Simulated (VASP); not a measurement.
Runs of VASP 6.6.1 on BaTe. The structure is that of space group Fm-3m (No. 225), or close to it. The cells are those of the table. 

```csv
level,cell,k mesh,smearing,grid for exact exchange (PRECFOCK),screening parameter,gap on the mesh (eV),pressure (GPa)
r2SCAN,"a = 4.996, b = 4.996, c = 4.971 Å, angles 60.2, 60.2, 60.3°, 2 atoms",6 × 6 × 6,gaussian 0.01 eV,-,-,(b),0.3
HSE06,"a = 4.921 Å, angles 60.0°, 2 atoms",4 × 4 × 4,gaussian 0.01 eV,Normal,0.2079 1/Å,2.19,1.5
r2SCAN,"a = 5.046 Å, angles 59.3°, 2 atoms",6 × 6 × 6,gaussian 0.01 eV,-,-,1.94,-0.2
HSE06,"a = 5.145 Å, angles 60.0°, 2 atoms",4 × 4 × 4,gaussian 0.01 eV,Normal,0.2079 1/Å,2.46,-2.2
PBE,"a = 5.046 Å, angles 59.3°, 2 atoms",6 × 6 × 6,fermi-dirac 0.02 eV,-,-,1.59,(a)
PBE,"a = 4.996, b = 4.996, c = 4.971 Å, angles 60.2, 60.2, 60.3°, 2 atoms",6 × 6 × 6,fermi-dirac 0.02 eV,-,-,1.56,0.3
```

Alike in all rows: task single point; potentials or basis VASP PAW PBE potentials, release 64 (Ba_sv, Te); no spin polarisation; cutoff (eV) 520.

Q: Fill in the values left out.

A: (a) -0.1; (b) 1.91.

Caveats: spin-orbit coupling is left out, which moves the levels of the heavy elements; the PAW data sets were made with another functional, which shifts forces and pressure a little (some runs).

A k mesh can miss the band edges, and the runs leave out spin-orbit coupling on Ba, Te.
